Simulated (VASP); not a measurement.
# Al (Fm-3m) in VASP: further runs

The runs below take Al through single point, with PBE.

All numbers are computed with VASP 6.6.1; they aren't measurements. Logs are shortened: lines on timing, memory, paths and dates and some standing lists are left out, and cuts for length are marked.

## Step 1: The cell of the first run

It takes space group Fm-3m (No. 225, cubic). Conventional cell: a = 3.967 Å, b = 3.967 Å, c = 3.967 Å, α = 90.00°, β = 90.00°, γ = 90.00°. Al (site symmetry m-3m) has 12 Al at 2.81 Å within 3.7 Å.

## Step 2: Single point, PBE

File INCAR:

```
ALGO = Normal
EDIFF = 1E-7
ENCUT = 520
GGA = PE
ISIF = 2
ISMEAR = -1
LASPH = T
LCHARG = T
LELF = T
LREAL = F
LVHAR = T
LWAVE = F
NBANDS = 8
NELM = 60
PREC = Accurate
SIGMA = 0.05
```

File KPOINTS:

```
k-points
0
Gamma
  12 12 12
```

File POSCAR:

```
Al
1.0
    0.0000000000      1.9834708509      1.9834708509
    1.9834708509      0.0000000000      1.9834708509
    1.9834708509      1.9834708509      0.0000000000
Al
1
Direct
    0.0000000000      0.0000000000      0.0000000000
```

Potentials or basis: VASP PAW PBE potentials, release 64 (Al).

Launch:

```
cat potpaw_PBE.64/Al/POTCAR > POTCAR
mpirun -np 1 vasp_std > vasp.out
```

OUTCAR:

```text
EDIFF = 1E-7
   ENCUT = 520
   GGA = PE
   ISIF = 2
   ISMEAR = -1
   LASPH = T
   LREAL = F
   NELM = 60
   PREC = Accurate

 ion  position               nearest neighbor table
   1  0.000  0.000  0.000-

  LATTYP: Found a face centered cubic cell.
 ALAT       =     3.9669417018

  Lattice vectors:

 A1 = (   0.0000000000,   1.9834708509,   1.9834708509)
 A2 = (   1.9834708509,   0.0000000000,   1.9834708509)
 A3 = (   1.9834708509,   1.9834708509,   0.0000000000)

Analysis of symmetry for initial positions (statically):
=====================================================================
 Subroutine PRICEL returns:
 Original cell was already a primitive cell.

 Routine SETGRP: Setting up the symmetry group for a
 face centered cubic supercell.

 Subroutine GETGRP returns: Found 48 space group operations
 (whereof 48 operations were pure point group operations)
 out of a pool of 48 trial point group operations.

The static configuration has the point symmetry O_h .

Analysis of symmetry for dynamics (positions and initial velocities):
=====================================================================
 Subroutine PRICEL returns:
 Original cell was already a primitive cell.

 Routine SETGRP: Setting up the symmetry group for a
 face centered cubic supercell.

 Subroutine GETGRP returns: Found 48 space group operations
 (whereof 48 operations were pure point group operations)
 out of a pool of 48 trial point group operations.

The dynamic configuration has the point symmetry O_h .

 Subroutine INISYM returns: Found 48 space group operations
 (whereof 48 operations are pure point group operations),
 and found     1 'primitive' translations

----------------------------------------------------------------------------------------

                                     Primitive cell

  volume of cell :      15.6066

  direct lattice vectors                    reciprocal lattice vectors
     0.000000000  1.983470851  1.983470851    -0.252083362  0.252083362  0.252083362
     1.983470851  0.000000000  1.983470851     0.252083362 -0.252083362  0.252083362
     1.983470851  1.983470851  0.000000000     0.252083362  0.252083362 -0.252083362

  length of vectors
     2.805051378  2.805051378  2.805051378     0.436621190  0.436621190  0.436621190

  position of ions in fractional coordinates (direct lattice)
     0.000000000  0.000000000  0.000000000

  ion indices of the primitive-cell ions
   primitive index   ion index
                 1           1

----------------------------------------------------------------------------------------

 KPOINTS: k-points

Automatic generation of k-mesh.
 Grid dimensions read from file:
 generate k-points for:   12   12   12

 Generating k-lattice:

  Cartesian coordinates                     Fractional coordinates (reciprocal lattice)
    -0.021006947  0.021006947  0.021006947     0.083333333  0.000000000  0.000000000
     0.021006947 -0.021006947  0.021006947     0.000000000  0.083333333  0.000000000
     0.021006947  0.021006947 -0.021006947     0.000000000  0.000000000  0.083333333

  Length of vectors
     0.036385099  0.036385099  0.036385099

  Shift w.r.t. Gamma in fractional coordinates (k-lattice)
     0.000000000  0.000000000  0.000000000

 Subroutine IBZKPT returns following result:
 ===========================================

 Found     72 irreducible k-points:

 Following reciprocal coordinates:
            Coordinates               Weight
  0.000000  0.000000  0.000000      1.000000
  0.083333  0.000000  0.000000      8.000000
  0.166667  0.000000  0.000000      8.000000
  0.250000  0.000000  0.000000      8.000000
  0.333333  0.000000  0.000000      8.000000
  0.416667  0.000000  0.000000      8.000000
[... 16 lines left out ...]
  0.500000  0.166667  0.000000     24.000000
 -0.416667  0.166667  0.000000     24.000000
 [... further k-points ...]
   k-points           NKPTS =     72   k-points in BZ     NKDIM =     72   number of bands    NBANDS=      8
   number of dos      NEDOS =    301   number of ions     NIONS =      1
   total plane-waves  NPLWV =  13824
   dimension x,y,z NGX =    24 NGY =   24 NGZ =   24
   dimension x,y,z NGXF=    48 NGYF=   48 NGZF=   48
   ions per type =               1
   NGX,Y,Z   is equivalent  to a cutoff of  14.22, 14.22, 14.22 a.u.
   NGXF,Y,Z  is equivalent  to a cutoff of  28.45, 28.45, 28.45 a.u.
 SYSTEM =  unknown system
   PREC   = accura    normal or accurate (medium, high low for compatibility)
   ISTART =      0    job   : 0-new  1-cont  2-samecut
   ICHARG =      2    charge: 1-file 2-atom 10-const
   ISPIN  =      1    spin polarized calculation?
   LNONCOLLINEAR =      F non collinear calculations
   LSORBIT =      F    spin-orbit coupling
   LASPH  =      T    aspherical Exc in radial PAW
   ENCUT  =  520.0 eV  38.22 Ry    6.18 a.u.   5.22  5.22  5.22*2*pi/ulx,y,z
   NELM   =     60;   NELMIN=  2; NELMDL= -5     # of ELM steps
   EDIFF  = 0.1E-06   stopping-criterion for ELM
   LREAL  =      F    real-space projection
   EDIFFG = 0.1E-05   stopping-criterion for IOM
   NSW    =      0    number of steps for IOM
   IBRION =     -1    ionic relax: 0-MD 1-quasi-New 2-CG
   NFREE  =      0    steps in history (QN), initial steepest desc. (CG)
   ISIF   =      2    stress and relaxation
   ISYM   =      2    0-nonsym 1-usesym 2-fastsym
   POTIM  = 0.5000    time-step for ionic-motion
   TEBEG  =    0.0;   TEEND  =   0.0 temperature during run
   PSTRESS=    0.0 pullay stress
   NELECT =       3.0000    total number of electrons
   NUPDOWN=      -1.0000    fix difference up-down
   EMIN   =  10.00;   EMAX   =-10.00  energy-range for DOS
   EFERMI =   0.00;   METHOD = LEGACY
   ISMEAR =    -1;   SIGMA  =   0.05  broadening in eV -4-tet -1-fermi 0-gaus
   EFERMI_NEDOS =   21; number of points for ismear=-14 and -15
   IALGO  =     38    algorithm
   IMIX   =      4    mixing-type and parameters
     AMIX     =   0.40;   BMIX     =  1.00
     AMIX_MAG =   1.60;   BMIX_MAG =  1.00
  volume/ion in A,a.u.               =      15.61       105.32
  Fermi-wavevector in a.u.,A,eV,Ry     =   0.944814  1.785439 12.145548  0.892673
  Thomas-Fermi vector in A             =   2.072655
   LORBIT       =      0    0 simple, 1 ext, 2 COOP (PROOUT), +10 PAW based schemes
   GGA     = PE    functional components
   LHFCALC =     F    Hartree Fock is set to
   AEXX    =    0.0000 exact exchange contribution
   IVDW    =     0    specifies the selected vdW correction
   LEPSILON=     F    determine dielectric tensor
   LRPA    =     F    only Hartree local field effects (RPA)
 non-spin polarized calculation
  energy-cutoff  :      520.00
  volume of cell :       15.61
 maximum number of plane-waves:       444
 NGX is ok and might be reduce to    24
   NGX = 11   NGY = 11   NGZ = 11

 number of electron       3.0000000 magnetization

 Free energy of the ion-electron system (eV)
  ---------------------------------------------------
  ext. energy  EPLUGINS =         0.00000000
  ---------------------------------------------------
  free energy    TOTEN  =        -3.74102611 eV

  energy without entropy =       -3.73735353  energy(sigma->0) =       -3.73918982

 E-fermi :   8.4689     XC(G=0): -10.3991

 val. band max:        8.4067559625   @ k =  -0.3333   0.4167   0.0833
 cond. band min:       8.5222694234   @ k =  -0.4167   0.4167   0.0833
 fundamental gap:      0.1155134609
 Fermi energy:         8.4689127521

 k-point     1 :       0.0000    0.0000    0.0000
  band No.  band energies     occupation
      1      -2.9309      2.00000
      2      21.5267      0.00000
      3      21.5267      0.00000
      4      21.5267      0.00000
      5      23.4513      0.00000
      6      23.4513      0.00000
      7      23.4513      0.00000
      8      25.4693      0.00000

 k-point     2 :       0.0833    0.0000    0.0000
  band No.  band energies     occupation
      1      -2.7351      2.00000
      2      18.9139      0.00000
      3      21.0251      0.00000
      4      21.0251      0.00000
      5      23.9852      0.00000
      6      24.2605      0.00000
      7      24.2605      0.00000
      8      27.4116      0.00000

 k-point     3 :       0.1667    0.0000    0.0000
  band No.  band energies     occupation
      1      -2.1494      2.00000
      2      15.4517      0.00000
      3      20.3473      0.00000
      4      20.3473      0.00000
      5      23.7427      0.00000
      6      25.3339      0.00000
      7      25.3339      0.00000
      8      26.3821      0.00000

 k-point     4 :       0.2500    0.0000    0.0000
  band No.  band energies     occupation
      1      -1.1789      2.00000
      2      12.1474      0.00000
      3      19.9080      0.00000
      4      19.9080      0.00000
      5      23.4790      0.00000
      6      23.9007      0.00000
      7      23.9007      0.00000
      8      28.0323      0.00000

 k-point     5 :       0.3333    0.0000    0.0000
  band No.  band energies     occupation
      1       0.1682      2.00000
      2       9.1085      0.00001
      3      19.7692      0.00000
      4      19.7692      0.00000
      5      22.4553      0.00000
      6      22.4553      0.00000
      7      23.4354      0.00000
      8      26.5706      0.00000
[... 177 lines left out ...]
 k-point    22 :       0.4167    0.1667    0.0000
  band No.  band energies     occupation
      1       1.3743      2.00000
      2       8.7877      0.00340
      3      16.1290      0.00000
      4      16.8297      0.00000
      5      18.6136      0.00000
      6      26.0449      0.00000
      7      26.1608      0.00000
      8      29.1658      0.00000

 k-point    23 :       0.5000    0.1667    0.0000
  band No.  band energies     occupation
      1       3.1903      2.00000
      2       6.1881      2.00000
      3      15.0380      0.00000
      4      17.1131      0.00000
      5      18.9537      0.00000
      6      25.1509      0.00000
      7      27.6625      0.00000
      8      29.5430      0.00000

 k-point    24 :      -0.4167    0.1667    0.0000
  band No.  band energies     occupation
      1       3.8658      2.00000
      2       5.3967      2.00000
      3      14.2913      0.00000
      4      17.7286      0.00000
      5      19.6400      0.00000
      6      24.4371      0.00000
      7      27.3098      0.00000
      8      30.2635      0.00000

 [... further k-points ...]
[... 5 lines left out ...]
  --------------------------------------------------------------------------------------
  -------------------------------------------------------------------------------------
  Total        0.4983083      0.4983083      0.4983083      0.0000000      0.0000000      0.0000000
  in kB       51.1565520     51.1565520     51.1565520      0.0000000      0.0000000      0.0000000
  external PRESSURE =      51.1565520 kB  Pullay stress =       0.0000000 kB

 VOLUME and BASIS-vectors are now :
 -----------------------------------------------------------------------------
  energy-cutoff  :      520.00
  volume of cell :       15.61
      direct lattice vectors                 reciprocal lattice vectors
     0.000000000  1.983470851  1.983470851    -0.252083362  0.252083362  0.252083362
     1.983470851  0.000000000  1.983470851     0.252083362 -0.252083362  0.252083362
     1.983470851  1.983470851  0.000000000     0.252083362  0.252083362 -0.252083362

 POSITION                                       TOTAL-FORCE (eV/Angst)
 -----------------------------------------------------------------------------------
      0.00000      0.00000      0.00000        -0.000000     -0.000000     -0.000000
 -----------------------------------------------------------------------------------
    total drift:                               -0.000000     -0.000000      0.000000

  FREE ENERGIE OF THE ION-ELECTRON SYSTEM (eV)
  ---------------------------------------------------
  free  energy   TOTEN  =        -3.7410261109 eV

  energy  without entropy=       -3.7373535283  energy(sigma->0) =       -3.73918982
```

It took 16 s on 1 thread of Intel Xeon 8259CL, shared host; peak memory 0.13 GiB.

What came out:

* Free energy: -3.7410 eV
* Pressure: 5.1 GPa

Levels at points of the mesh, in eV from the Fermi level:
| k point | band 1 | band 2 | band 3 | band 4 |
| --- | --- | --- | --- | --- |
| (0.00, 0.00, 0.00) | -11.40 | 13.06 | 13.06 | 13.06 |
| (0.50, 0.00, 0.00) | -4.69 | -4.33 | 11.85 | 11.85 |
| (0.50, 0.50, 0.00) | -2.93 | -1.49 | 5.40 | 5.99 |

## Step 3: Single point, PBE

This run uses another cell than the first one, of 16.10 Å³/atom, 1.032 times its volume.

File INCAR:

```
SYSTEM = Al
PREC = Accurate
ENCUT = 520
EDIFF = 1E-6
ISMEAR = -1
SIGMA = 0.05
LREAL = .False.
LASPH = .True.
NELM = 60
ALGO = Normal
ISIF = 2
LWAVE = .False.
LCHARG = .True.
GGA = PE
LELF = .True.
LVHAR = .True.
NBANDS = 8
```

File KPOINTS:

```
regular mesh
0
Gamma
  12 12 12
  0 0 0
```

File POSCAR:

```
Al
1.0
    0.0000000000      2.0043510258      2.0043510258
    2.0043510258      0.0000000000      2.0043510258
    2.0043510258      2.0043510258      0.0000000000
Al
1
Direct
    0.0000000000      0.0000000000      0.0000000000
```

Potentials or basis: VASP PAW PBE potentials, release 64 (Al).

Launch:

```
cat potpaw_PBE.64/Al/POTCAR > POTCAR
mpirun -np 1 vasp_std > vasp.out
```

It took 13 s on 1 thread of Intel Xeon 8259CL, shared host; peak memory 0.13 GiB.

It converged, with:

* Free energy: -3.7523 eV
* Pressure: 2.2 GPa

Levels at points of the mesh, in eV from the Fermi level:
| k point | band 1 | band 2 | band 3 | band 4 | band 5 |
| --- | --- | --- | --- | --- | --- |
| (0.00, 0.00, 0.00) | -11.18 | 12.88 | 12.88 | 12.88 | 14.56 |
| (0.50, 0.00, 0.00) | -4.56 | -4.29 | 11.70 | 11.70 | 11.80 |
| (0.50, 0.50, 0.00) | -2.86 | -1.48 | 5.39 | 5.84 | 5.84 |

## Step 4: Single point, PBE

This run uses another cell than the first one, of 16.60 Å³/atom, 1.064 times its volume.

File INCAR:

```
  PREC = Accurate
  ENCUT = 520
  EDIFF = 1E-6
  ISMEAR = -1
  SIGMA = 0.05
  LREAL = F
  LASPH = T
  NELM = 80
  ALGO = Normal
  ISIF = 2
  LWAVE = F
  LCHARG = T
  GGA = PE
  LELF = T
  LVHAR = T
  NBANDS = 8
```

File KPOINTS:

```
regular mesh
0
Gamma
  12 12 12
```

File POSCAR:

```
Al
1.0
    0.0000000000      2.0248050000      2.0248050000
    2.0248050000      0.0000000000      2.0248050000
    2.0248050000      2.0248050000      0.0000000000
Al
1
Direct
    0.0000000000      0.0000000000      0.0000000000
```

Launch:

```
cat potpaw_PBE.64/Al/POTCAR > POTCAR
mpirun -np 1 vasp_std > vasp.out
```

It took 14 s on 1 thread of Intel Xeon 8259CL, shared host; peak memory 0.13 GiB.

It converged, with:

| Item | Value |
| --- | --- |
| Free energy | -3.7550 eV |
| Pressure | -0.4 GPa |

Levels at points of the mesh, in eV from the Fermi level:
```tsv
k point	band 1	band 2	band 3	band 4	band 5	band 6
(0.00, 0.00, 0.00)	-10.97	12.71	12.71	12.71	14.16	14.16
(0.50, 0.00, 0.00)	-4.44	-4.25	11.47	11.47	11.56	11.56
(0.50, 0.50, 0.00)	-2.78	-1.47	5.38	5.69	5.69	9.14
```

## Step 5: Single point, PBE

This run uses another cell than the first one, of 17.10 Å³/atom, 1.096 times its volume.

Edit INCAR of step 4 so:

```diff
@@ -7,3 +7,3 @@
   LASPH = T
-  NELM = 80
+  NELM = 100
   ALGO = Normal
```

File KPOINTS:

```
Automatic mesh
0
Gamma
  12 12 12
```

File POSCAR:

```
Al
1.0
    0.0000000000      2.0448538781      2.0448538781
    2.0448538781      0.0000000000      2.0448538781
    2.0448538781      2.0448538781      0.0000000000
Al
1
Direct
    0.0000000000      0.0000000000      0.0000000000
```

Launch:

```
cat potpaw_PBE.64/Al/POTCAR > POTCAR
mpirun -np 1 vasp_std > vasp.out
```

Wall time 15 s (1 thread of Intel Xeon 8259CL, shared host); peak memory 0.13 GiB.

The run converged. Its results:

| Property | Result |
| --- | --- |
| Free energy | -3.7504 eV |
| Pressure | -2.5 GPa |

Levels at points of the mesh, in eV from the Fermi level:
```tsv
k point	band 1	band 2	band 3	band 4	band 5
(0.00, 0.00, 0.00)	-10.77	12.55	12.55	12.55	13.77
(0.50, 0.00, 0.00)	-4.33	-4.21	11.16	11.16	11.42
(0.50, 0.50, 0.00)	-2.71	-1.47	5.37	5.55	5.55
```

## Step 6: Single point, PBE

This run uses another cell than the first one, of 17.60 Å³/atom, 1.128 times its volume.

File INCAR:

```
PREC = Accurate
ENCUT = 520
EDIFF = 1E-7
ISMEAR = -1
SIGMA = 0.05
LREAL = False
LASPH = True
NELM = 80
ALGO = Normal
ISIF = 2
LWAVE = False
LCHARG = False
GGA = PE
NBANDS = 8
```

KPOINTS is that of step 5.

File POSCAR:

```
Al
1.0
    0.0000000000      2.0645171409      2.0645171409
    2.0645171409      0.0000000000      2.0645171409
    2.0645171409      2.0645171409      0.0000000000
Al
1
Direct
    0.0000000000      0.0000000000      0.0000000000
```

Potentials or basis: VASP PAW PBE potentials, release 64 (Al).

Launch:

```
cat potpaw_PBE.64/Al/POTCAR > POTCAR
mpirun -np 1 vasp_std > vasp.out
```

It took 15 s on 1 thread of Intel Xeon 8259CL, shared host; peak memory 0.13 GiB.

Results (log left out):

```yaml
Free_energy: -3.7396 eV
Pressure: -4.4 GPa
```

Levels at points of the mesh, in eV from the Fermi level:
| k point | band 1 | band 2 | band 3 | band 4 |
| --- | --- | --- | --- | --- |
| (0.00, 0.00, 0.00) | -10.57 | 12.39 | 12.39 | 12.39 |
| (0.50, 0.00, 0.00) | -4.21 | -4.17 | 10.87 | 10.87 |
| (0.50, 0.50, 0.00) | -2.64 | -1.47 | 5.37 | 5.43 |

## Step 7: Overview

```csv
cell,gap on the mesh (eV),pressure (GPa)
"a = 2.805 Å, angles 60.0°, 1 atom",none,5.1
"a = 2.835 Å, angles 60.0°, 1 atom",none,2.2
"a = 2.864 Å, angles 60.0°, 1 atom",none,-0.4
"a = 2.892 Å, angles 60.0°, 1 atom",none,-2.5
"a = 2.920 Å, angles 60.0°, 1 atom",none,-4.4
```

Alike in all rows: task single point; level PBE; potentials or basis VASP PAW PBE potentials, release 64 (Al); no spin polarisation; k mesh 12 × 12 × 12; cutoff (eV) 520; smearing fermi-dirac 0.05 eV.

Total energies depend on the potentials used, so only differences within one code and one set of settings carry meaning.
